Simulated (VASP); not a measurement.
# TaCu2O3 in VASP: further runs, part 2 of 2

VASP 6.6.1.

## (5) Single point, r2SCAN

POSCAR

```
TaCu2O3
1.0
    2.6837451900      4.6483819000      0.0000000000
   -2.6837451900      4.6483819000      0.0000000000
    0.0000000000      0.0000000000      3.6092614300
Cu Ta O
2 1 3
Direct
    0.3333000000      0.3334000000      0.5000000000
    0.6666000000      0.6667000000      0.5000000000
    0.0000000000      0.0000000000      0.0000000000
    0.5000000000      0.5000000000      0.0000000000
    0.5000000000      0.0000000000      0.0000000000
    0.0000000000      0.5000000000      0.0000000000
```

INCAR.step1

```
SYSTEM = TaCu2O3
ALGO = Normal ; EDIFF = 1E-4
ENCUT = 520 ; GGA = PE
ISMEAR = -1 ; ISYM = 0
LASPH = .True. ; LCHARG = .False.
LREAL = .False. ; LWAVE = .True.
NBANDS = 34 ; NELM = 100
PREC = Accurate ; SIGMA = 0.1
```

INCAR.step2

```
SYSTEM = TaCu2O3
ALGO = Normal ; EDIFF = 1E-7
ENCUT = 520 ; ISIF = 2
ISMEAR = -1 ; ISTART = 1
ISYM = 0 ; LASPH = .True.
LCHARG = .True. ; LELF = .True.
LMIXTAU = .True. ; LREAL = .False.
LVHAR = .True. ; LWAVE = .False.
METAGGA = R2SCAN ; NBANDS = 34
NELM = 100 ; PREC = Accurate
SIGMA = 0.1
```

KPOINTS

```
Automatic mesh
0
Gamma
  4 4 5
  0.5 0.5 0.5
```

Potentials or basis: VASP PAW PBE potentials, release 64 (Cu, Ta_pv, O).

On the command line:

```console
$ cat potpaw_PBE.64/Cu/POTCAR potpaw_PBE.64/Ta_pv/POTCAR potpaw_PBE.64/O/POTCAR > POTCAR
$ cp INCAR.step1 INCAR
$ mpirun -np 1 vasp_std > vasp.out
$ cp INCAR.step2 INCAR
$ mpirun -np 1 vasp_std > vasp.out
```

OUTCAR:

```text
SYSTEM = TaCu2O3
   EDIFF = 1E-7
   ENCUT = 520
   ISIF = 2
   ISMEAR = -1
   ISTART = 1
   ISYM = 0
   LASPH = .True.
   LREAL = .False.
   METAGGA = R2SCAN
   NELM = 100
   PREC = Accurate

 ion  position               nearest neighbor table
   1  0.333  0.333  0.500-   4 2.38   4 2.38   6 2.38   6 2.38   5 2.38   5 2.38
   2  0.667  0.667  0.500-   4 2.38   4 2.38   5 2.38   5 2.38   6 2.38   6 2.38
   3  0.000  0.000  0.000-   5 2.68   6 2.68   6 2.68   5 2.68   4 2.68   4 2.68
   4  0.500  0.500  0.000-   1 2.38   2 2.38   1 2.38   2 2.38   3 2.68   3 2.68
   5  0.500  0.000  0.000-   2 2.38   2 2.38   1 2.38   1 2.38   3 2.68   3 2.68
[... 1056 lines left out ...]
  -------------------------------------------------------------------------------------
  Total      -19.8059207    -19.8111386    -20.1569368      0.0000059      0.0000001      0.0000000
  in kB     -352.3823945   -352.4752291   -358.6275911      0.0001049      0.0000014      0.0000002
  external PRESSURE =    -354.4950715 kB  Pullay stress =       0.0000000 kB

 VOLUME and BASIS-vectors are now :
 -----------------------------------------------------------------------------
  energy-cutoff  :      520.00
  volume of cell :       90.05
      direct lattice vectors                 reciprocal lattice vectors
     2.683745190  4.648381900  0.000000000     0.186306808  0.107564312  0.000000000
    -2.683745190  4.648381900  0.000000000    -0.186306808  0.107564312  0.000000000
     0.000000000  0.000000000  3.609261430     0.000000000  0.000000000  0.277064995

 POSITION                                       TOTAL-FORCE (eV/Angst)
 -----------------------------------------------------------------------------------
     -0.00027      3.09908      1.80463        -0.000644     -0.000083      0.000000
     -0.00027      6.19769      1.80463        -0.000643      0.000082     -0.000000
      0.00000      0.00000      0.00000         0.000170     -0.000000     -0.000000
      0.00000      4.64838      0.00000         0.000090     -0.000021      0.000000
      1.34187      2.32419      0.00000         0.000494     -0.000233      0.000000
     -1.34187      2.32419      0.00000         0.000533      0.000256     -0.000000
 -----------------------------------------------------------------------------------
    total drift:                               -0.000605     -0.000002      0.000000

  FREE ENERGIE OF THE ION-ELECTRON SYSTEM (eV)
  ---------------------------------------------------
  free  energy   TOTEN  =       -86.5199531510 eV

  energy  without entropy=      -86.3128498657  energy(sigma->0) =      -86.41640151
```

OUTCAR.step1:

```text
SYSTEM = TaCu2O3
   EDIFF = 1E-4
   ENCUT = 520
   GGA = PE
   ISMEAR = -1
   ISYM = 0
   LASPH = .True.
   LREAL = .False.
[... 1084 lines left out ...]
      0.00000      4.64838      0.00000         0.000029      0.000050      0.000000
      1.34187      2.32419      0.00000         0.000436     -0.000248      0.000004
     -1.34187      2.32419      0.00000         0.000347      0.000194      0.000002
 -----------------------------------------------------------------------------------
    total drift:                                0.000067      0.000007     -0.000005

  FREE ENERGIE OF THE ION-ELECTRON SYSTEM (eV)
  ---------------------------------------------------
  free  energy   TOTEN  =       -32.6468065870 eV

  energy  without entropy=      -32.4062594052  energy(sigma->0) =      -32.52653300
```

Run time: 20 min. Hardware: 1 thread of AMD EPYC 9R45 (Zen 5), shared host; peak memory 0.42 GiB.

What came out:

* Free energy: -86.5200 eV
* Pressure: -35.4 GPa

Caveat: the PAW data sets were made with another functional, which shifts forces and pressure a little; spin-orbit coupling is left out, which moves the levels of the heavy elements; an odd number of electrons without spin polarisation forces a metal; a magnetic or distorted state may lie lower; semilocal functionals often make such compounds metallic where correlation or magnetic order opens a gap, which also shifts bond lengths.

## (6) Single point, r2SCAN

POSCAR is that of step 5.

INCAR.step1

```
SYSTEM = TaCu2O3
  PREC = Accurate
  ENCUT = 520
  ISMEAR = -1
  SIGMA = 0.1
  LREAL = .FALSE.
  LASPH = .TRUE.
  NELM = 80
  ISYM = 0
  NBANDS = 34
  GGA = PE
  ALGO = Normal
  EDIFF = 1E-4
  LWAVE = .TRUE.
  LCHARG = .FALSE.
```

INCAR.step2

```
SYSTEM = TaCu2O3
  PREC = Accurate
  ENCUT = 520
  EDIFF = 1E-7
  ISMEAR = -1
  SIGMA = 0.1
  LREAL = .FALSE.
  LASPH = .TRUE.
  NELM = 80
  ALGO = Normal
  ISIF = 2
  LWAVE = .FALSE.
  LCHARG = .FALSE.
  METAGGA = R2SCAN
  LMIXTAU = .TRUE.
  ISYM = 0
  NBANDS = 34
  ISTART = 1
```

KPOINTS

```
regular mesh
0
G
  4 4 5
  0 0 0
```

Potentials or basis: VASP PAW PBE potentials, release 64 (Cu, Ta_pv, O).

On the command line:

```console
$ cat potpaw_PBE.64/Cu/POTCAR potpaw_PBE.64/Ta_pv/POTCAR potpaw_PBE.64/O/POTCAR > POTCAR
$ cp INCAR.step1 INCAR
$ mpirun -np 1 vasp_std > vasp.out
$ cp INCAR.step2 INCAR
$ mpirun -np 1 vasp_std > vasp.out
```

It took 5.3 min on 1 thread of Intel Xeon Platinum 8559C (Emerald Rapids), shared host; peak memory 0.28 GiB.

The run converged. Its results:

| Quantity | Value |
| --- | --- |
| Free energy | -86.5675 eV |
| Pressure | -35.8 GPa |

Stress tensor (GPa, compression positive):
```
-34.86   0.00   0.00
  0.00 -34.87   0.00
  0.00   0.00 -37.82
```

Levels at points of the mesh, in eV from the Fermi level:
```csv
k point,band 22,band 23,band 24,band 25,band 26,band 27,band 28,band 29,band 30,band 31
"(0.00, 0.00, 0.00)",-1.01,-0.44,-0.44,0.00,0.00,0.27,0.27,0.58,0.64,0.64
"(0.50, 0.00, 0.00)",-1.20,-1.11,-0.70,-0.56,-0.04,0.77,0.77,1.03,1.97,2.32
"(0.50, 0.50, 0.00)",-1.20,-1.11,-0.70,-0.56,-0.04,0.77,0.77,1.03,1.97,2.32
"(0.00, 0.50, 0.00)",-1.20,-1.11,-0.70,-0.56,-0.04,0.77,0.77,1.03,1.97,2.32
```

Caveat: the PAW data sets were made with another functional, which shifts forces and pressure a little; spin-orbit coupling is left out, which moves the levels of the heavy elements; an odd number of electrons without spin polarisation forces a metal; a magnetic or distorted state may lie lower; semilocal functionals often make such compounds metallic where correlation or magnetic order opens a gap, which also shifts bond lengths. With open d or f shells a metallic result of r2SCAN can be an artefact of self-interaction; +U or a hybrid may open a gap.

## (7) Summary

| k mesh | smearing | gap on the mesh (eV) | pressure (GPa) |
| --- | --- | --- | --- |
| 4 × 4 × 5 | fermi-dirac 0.1 eV | none | -35.8 |
| 4 × 4 × 5 | gaussian 0.025 eV | none | -36.1 |
| 4 × 4 × 5, shifted | fermi-dirac 0.1 eV | none | -35.4 |

Alike in all rows: task single point; level r2SCAN; potentials or basis VASP PAW PBE potentials, release 64 (Cu, Ta_pv, O); no spin polarisation; cell as given; cutoff (eV) 520.

Every run on the cell as given and a fine mesh finds a metal.

Caveats: the PAW data sets were made with another functional, which shifts forces and pressure a little; spin-orbit coupling is left out, which moves the levels of the heavy elements; an odd number of electrons without spin polarisation forces a metal; a magnetic or distorted state may lie lower; semilocal functionals often make such compounds metallic where correlation or magnetic order opens a gap, which also shifts bond lengths.

Absolute energies hang on the potentials; compare differences alone.
